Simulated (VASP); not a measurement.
# TiSn2Te3 (P6/mmm) in VASP: single point with PBE

Aim: the single point of TiSn2Te3 with PBE.

Program: VASP 6.6.1. These are calculated values, not measurements. Logs are shortened: lines on timing, memory, paths and dates and some standing lists are left out, and cuts for length are marked.

## 1. The cell of the first run

It takes space group P6/mmm (No. 191, hexagonal). The conventional cell has a = 7.923 Å, b = 7.923 Å, c = 4.044 Å, α = 90.00°, β = 90.00°, γ = 120.00°. Within 5.3 Å of Ti (site symmetry 6/mmm) lie 2 Ti at 4.04 Å and 12 Te at 4.45 Å and 6 Sn at 4.57 Å. Sn (site symmetry -6m2) has 6 Te at 3.05 Å and 2 Sn at 4.04 Å within 4.1 Å. Within 4.1 Å of Te (site symmetry mmm) lie 4 Sn at 3.05 Å and 6 Te at 3.96 to 4.04 Å.

The cell was generated, and may not be a known phase.

## 2. Single point, PBE, collinear spin

INCAR reads:

```
PREC = Accurate
ENCUT = 520
EDIFF = 1E-7
ISMEAR = 0
SIGMA = 0.1
LREAL = False
LASPH = True
NELM = 150
ALGO = Fast
ISIF = 2
LWAVE = False
LCHARG = False
ISPIN = 2
MAGMOM = 2.83 0 0 0 0 0
LORBIT = 11
LMAXMIX = 4
GGA = PE
NBANDS = 42
KPAR = 4
```

KPOINTS reads:

```
regular mesh
0
Gamma
  6 6 10
```

POSCAR reads:

```
TiSn2Te3
1.0
    7.9229307954      0.0000000000      0.0000000000
   -3.9614653977      6.8614593412      0.0000000000
    0.0000000000      0.0000000000      4.0438068538
Ti Sn Te
1 2 3
Direct
    0.0000000000      0.0000000000      0.0000000000
    0.3333333333      0.6666666667      0.0000000000
    0.6666666667      0.3333333333      0.0000000000
    0.5000000000      0.0000000000      0.5000000000
    0.5000000000      0.5000000000      0.5000000000
    0.0000000000      0.5000000000      0.5000000000
```

Potentials or basis: VASP PAW PBE potentials, release 64 (Ti_sv, Sn_d, Te).

Command:

```console
$ cat potpaw_PBE.64/Ti_sv/POTCAR potpaw_PBE.64/Sn_d/POTCAR potpaw_PBE.64/Te/POTCAR > POTCAR
$ mpirun -np 4 vasp_std > vasp.out
```

OUTCAR:

```text
PREC = Accurate
   ENCUT = 520
   EDIFF = 1E-7
   ISMEAR = 0
   LREAL = False
   LASPH = True
   NELM = 150
   ISIF = 2
   ISPIN = 2
   LORBIT = 11
   GGA = PE

 ion  position               nearest neighbor table
   1  0.000  0.000  0.000-
   2  0.333  0.667  0.000-   4 3.05   4 3.05   6 3.05   6 3.05   5 3.05   5 3.05
   3  0.667  0.333  0.000-   4 3.05   4 3.05   6 3.05   6 3.05   5 3.05   5 3.05
   4  0.500  0.000  0.500-   2 3.05   3 3.05   2 3.05   3 3.05
   5  0.500  0.500  0.500-   2 3.05   3 3.05   2 3.05   3 3.05
   6  0.000  0.500  0.500-   2 3.05   3 3.05   2 3.05   3 3.05

  LATTYP: Found a hexagonal cell.
 ALAT       =     7.9229307954
 C/A-ratio  =     0.5103928026

  Lattice vectors:

 A1 = (   7.9229307954,   0.0000000000,   0.0000000000)
 A2 = (  -3.9614653977,   6.8614593412,   0.0000000000)
 A3 = (   0.0000000000,   0.0000000000,   4.0438068538)

Analysis of symmetry for initial positions (statically):
=====================================================================
 Subroutine PRICEL returns:
 Original cell was already a primitive cell.

 Routine SETGRP: Setting up the symmetry group for a
 hexagonal supercell.

 Subroutine GETGRP returns: Found 24 space group operations
 (whereof 24 operations were pure point group operations)
 out of a pool of 24 trial point group operations.

The static configuration has the point symmetry D_6h.

Analysis of symmetry for dynamics (positions and initial velocities):
=====================================================================
 Subroutine PRICEL returns:
 Original cell was already a primitive cell.

 Routine SETGRP: Setting up the symmetry group for a
 hexagonal supercell.

 Subroutine GETGRP returns: Found 24 space group operations
 (whereof 24 operations were pure point group operations)
 out of a pool of 24 trial point group operations.

The dynamic configuration has the point symmetry D_6h.

Analysis of structural, dynamic, and magnetic symmetry:
=====================================================================
 Subroutine PRICEL returns:
 Original cell was already a primitive cell.

 Routine SETGRP: Setting up the symmetry group for a
 hexagonal supercell.

 Subroutine GETGRP returns: Found 24 space group operations
 (whereof 24 operations were pure point group operations)
 out of a pool of 24 trial point group operations.

The overall configuration has the point symmetry D_6h.

 Subroutine INISYM returns: Found 24 space group operations
 (whereof 24 operations are pure point group operations),
 and found     1 'primitive' translations

----------------------------------------------------------------------------------------

                                     Primitive cell

  volume of cell :     219.8329

  direct lattice vectors                    reciprocal lattice vectors
     7.922930795  0.000000000  0.000000000     0.126215920  0.072870795  0.000000000
    -3.961465398  6.861459341  0.000000000     0.000000000  0.145741591  0.000000000
     0.000000000  0.000000000  4.043806854     0.000000000  0.000000000  0.247291732

  length of vectors
     7.922930795  7.922930795  4.043806854     0.145741591  0.145741591  0.247291732

  position of ions in fractional coordinates (direct lattice)
     0.000000000  0.000000000  0.000000000
     0.333333333  0.666666667  0.000000000
     0.666666667  0.333333333  0.000000000
     0.500000000  0.000000000  0.500000000
     0.500000000  0.500000000  0.500000000
     0.000000000  0.500000000  0.500000000

  ion indices of the primitive-cell ions
   primitive index   ion index
                 1           1
                 2           2
                 3           3
                 4           4
                 5           5
                 6           6

----------------------------------------------------------------------------------------

 KPOINTS: regular mesh

[... 27 lines left out ...]
  0.500000  0.000000  0.000000      3.000000
  0.166667  0.166667  0.000000      6.000000
  0.333333  0.166667  0.000000     12.000000
[... 16 lines left out ...]
  0.166667 -0.000000  0.300000     12.000000
  0.333333  0.000000  0.300000     12.000000
 [... further k-points ...]
   k-points           NKPTS =     42   k-points in BZ     NKDIM =     42   number of bands    NBANDS=     42
   number of dos      NEDOS =    301   number of ions     NIONS =      6
   total plane-waves  NPLWV = 108000
   dimension x,y,z NGX =    60 NGY =   60 NGZ =   30
   dimension x,y,z NGXF=   120 NGYF=  120 NGZF=   60
   ions per type =               1   2   3
   NGX,Y,Z   is equivalent  to a cutoff of  12.59, 12.59, 12.33 a.u.
   NGXF,Y,Z  is equivalent  to a cutoff of  25.18, 25.18, 24.67 a.u.
 SYSTEM =  unknown system
   PREC   = accura    normal or accurate (medium, high low for compatibility)
   ISTART =      0    job   : 0-new  1-cont  2-samecut
   ICHARG =      2    charge: 1-file 2-atom 10-const
   ISPIN  =      2    spin polarized calculation?
   LNONCOLLINEAR =      F non collinear calculations
   LSORBIT =      F    spin-orbit coupling
   LASPH  =      T    aspherical Exc in radial PAW
   ENCUT  =  520.0 eV  38.22 Ry    6.18 a.u.  14.73 14.73  7.52*2*pi/ulx,y,z
   NELM   =    150;   NELMIN=  2; NELMDL= -5     # of ELM steps
   EDIFF  = 0.1E-06   stopping-criterion for ELM
   LREAL  =      F    real-space projection
   EDIFFG = 0.1E-05   stopping-criterion for IOM
   NSW    =      0    number of steps for IOM
   IBRION =     -1    ionic relax: 0-MD 1-quasi-New 2-CG
   NFREE  =      0    steps in history (QN), initial steepest desc. (CG)
   ISIF   =      2    stress and relaxation
   ISYM   =      2    0-nonsym 1-usesym 2-fastsym
   POTIM  = 0.5000    time-step for ionic-motion
   TEBEG  =    0.0;   TEEND  =   0.0 temperature during run
   PSTRESS=    0.0 pullay stress
   NELECT =      58.0000    total number of electrons
   NUPDOWN=      -1.0000    fix difference up-down
   EMIN   =  10.00;   EMAX   =-10.00  energy-range for DOS
   EFERMI =   0.00;   METHOD = LEGACY
   ISMEAR =     0;   SIGMA  =   0.10  broadening in eV -4-tet -1-fermi 0-gaus
   EFERMI_NEDOS =   21; number of points for ismear=-14 and -15
   IALGO  =     68    algorithm
   IMIX   =      4    mixing-type and parameters
     AMIX     =   0.40;   BMIX     =  1.00
     AMIX_MAG =   1.60;   BMIX_MAG =  1.00
  volume/ion in A,a.u.               =      36.64       247.25
  Fermi-wavevector in a.u.,A,eV,Ry     =   1.049993  1.984200 15.000235  1.102486
  Thomas-Fermi vector in A             =   2.184979
   LORBIT       =     11    0 simple, 1 ext, 2 COOP (PROOUT), +10 PAW based schemes
   GGA     = PE    functional components
   LHFCALC =     F    Hartree Fock is set to
   AEXX    =    0.0000 exact exchange contribution
   IVDW    =     0    specifies the selected vdW correction
   LEPSILON=     F    determine dielectric tensor
   LRPA    =     F    only Hartree local field effects (RPA)
 spin polarized calculation
 RMM-DIIS sequential band-by-band and
 Gauss-broadening in eV      SIGMA  =   0.10
  energy-cutoff  :      520.00
  volume of cell :      219.83
 maximum number of plane-waves:      5979
 NGX is ok and might be reduce to    60
   NGX = 29   NGY = 29   NGZ = 15

 number of electron      58.0000022 magnetization       2.6607360

 Free energy of the ion-electron system (eV)
  ---------------------------------------------------
  ext. energy  EPLUGINS =         0.00000000
  ---------------------------------------------------
  free energy    TOTEN  =       -21.55656912 eV

  energy without entropy =      -21.51549519  energy(sigma->0) =      -21.53603216

 E-fermi :   4.6596     XC(G=0):  -8.5753

 val. band max:        4.6596272341   @ k =   0.0000   0.0000   0.5000
 cond. band min:       4.6635452147   @ k =   0.3333   0.1667   0.5000
 fundamental gap:      0.0039179806
 Fermi energy:         4.6596398023

 spin component 1

 k-point     1 :       0.0000    0.0000    0.0000
  band No.  band energies     occupation
      1     -53.4188      1.00000
      2     -29.8090      1.00000
      3     -29.6958      1.00000
      4     -29.6958      1.00000
      5     -16.8883      1.00000
      6     -16.8883      1.00000
[... 1045 lines left out ...]
     40       8.5897      0.00000
     41       9.0028      0.00000

 [... further k-points ...]

 spin component 2

 k-point     1 :       0.0000    0.0000    0.0000
  band No.  band energies     occupation
      1     -51.4712      1.00000
      2     -28.0193      1.00000
      3     -27.6706      1.00000
      4     -27.6706      1.00000
      5     -16.8879      1.00000
      6     -16.8879      1.00000
[... 1045 lines left out ...]
     40       9.1108      0.00000
     41       9.5178      0.00000

 [... further k-points ...]

 [bands above 41 left out]

------------------------ aborting loop because EDIFF is reached ----------------------------------------

  FORCE on cell =-STRESS in cart. coord.  units (eV):
  Direction    XX          YY          ZZ          XY          YZ          ZX
  --------------------------------------------------------------------------------------
  -------------------------------------------------------------------------------------
  Total       -0.0061019     -0.0061019     -0.0611678      0.0000000      0.0000000      0.0000000
  in kB       -0.0444720     -0.0444720     -0.4458010      0.0000000      0.0000000      0.0000000
  external PRESSURE =      -0.1782483 kB  Pullay stress =       0.0000000 kB

 VOLUME and BASIS-vectors are now :
 -----------------------------------------------------------------------------
  energy-cutoff  :      520.00
  volume of cell :      219.83
      direct lattice vectors                 reciprocal lattice vectors
     7.922930795  0.000000000  0.000000000     0.126215920  0.072870795  0.000000000
    -3.961465398  6.861459341  0.000000000     0.000000000  0.145741591  0.000000000
     0.000000000  0.000000000  4.043806854     0.000000000  0.000000000  0.247291732

 POSITION                                       TOTAL-FORCE (eV/Angst)
 -----------------------------------------------------------------------------------
      0.00000      0.00000      0.00000         0.000000      0.000000      0.000000
     -0.00000      4.57431      0.00000         0.000000      0.000000     -0.000000
      3.96147      2.28715      0.00000        -0.000000      0.000000      0.000000
      3.96147      0.00000      2.02190         0.000000      0.000000      0.000000
      1.98073      3.43073      2.02190         0.000000      0.000000      0.000000
     -1.98073      3.43073      2.02190         0.000000      0.000000      0.000000
 -----------------------------------------------------------------------------------
    total drift:                                0.000000      0.000000     -0.000000

  FREE ENERGIE OF THE ION-ELECTRON SYSTEM (eV)
  ---------------------------------------------------
  free  energy   TOTEN  =       -21.5565691220 eV

  energy  without entropy=      -21.5154951904  energy(sigma->0) =      -21.53603216

 total charge

# of ion       s       p       d       tot
------------------------------------------
    1        2.123   5.937   1.994  10.054
    2        1.290   0.843   9.998  12.131
    3        1.290   0.843   9.998  12.131
    4        1.397   1.933   0.030   3.360
    5        1.397   1.933   0.030   3.360
    6        1.397   1.933   0.030   3.360
--------------------------------------------------
tot          8.893  13.422  22.080  44.395

 magnetization (x)

# of ion       s       p       d       tot
------------------------------------------
    1        0.072   0.011   1.936   2.019
    2       -0.002   0.002   0.001   0.001
    3       -0.002   0.002   0.001   0.001
    4        0.001  -0.042   0.001  -0.041
    5        0.001  -0.042   0.001  -0.041
    6        0.001  -0.042   0.001  -0.041
--------------------------------------------------
tot          0.071  -0.110   1.939   1.899
```

It took 17 min on 4 MPI ranks of Oxide Virtual Turin-like, shared host; peak memory 0.8 GiB.

What came out:

```yaml
Free_energy: -21.5566 eV
Pressure: 0.0 GPa
Net_moment: 2.66 μB per cell
Site_moments: Ti +2.02; Sn +0.00; Te -0.04 μB
Valence_electrons_inside_the_program's_atomic_spheres: Ti 10.05; Sn 12.13; Te 3.36
```

Levels at points of the mesh, in eV from the Fermi level:
Spin up:
| k point | band 28 | band 29 | band 30 | band 31 | band 32 | band 33 |
| --- | --- | --- | --- | --- | --- | --- |
| (0.00, 0.00, 0.00) | -0.46 | -0.44 | -0.22 | -0.22 | 0.40 | 0.40 |
| (0.50, 0.00, 0.00) | -0.48 | -0.26 | -0.10 | 0.21 | 0.42 | 0.42 |
| (0.00, 0.00, 0.50) | -0.11 | -0.11 | -0.03 | -0.03 | 0.08 | 0.37 |
| (0.50, 0.00, 0.50) | -0.48 | -0.28 | -0.09 | -0.08 | -0.08 | 0.25 |
Spin down:
| k point | band 26 | band 27 | band 28 | band 29 | band 30 | band 31 |
| --- | --- | --- | --- | --- | --- | --- |
| (0.00, 0.00, 0.00) | -0.53 | -0.49 | -0.49 | 1.06 | 1.10 | 1.10 |
| (0.50, 0.00, 0.00) | -0.88 | -0.50 | -0.22 | 0.55 | 1.69 | 1.70 |
| (0.00, 0.00, 0.50) | -0.30 | -0.03 | 0.00 | 0.00 | 0.67 | 0.80 |
| (0.50, 0.00, 0.50) | -1.54 | -1.51 | -0.16 | 0.40 | 1.08 | 1.09 |

Caveat: spin-orbit coupling is left out, which moves the levels of the heavy elements.
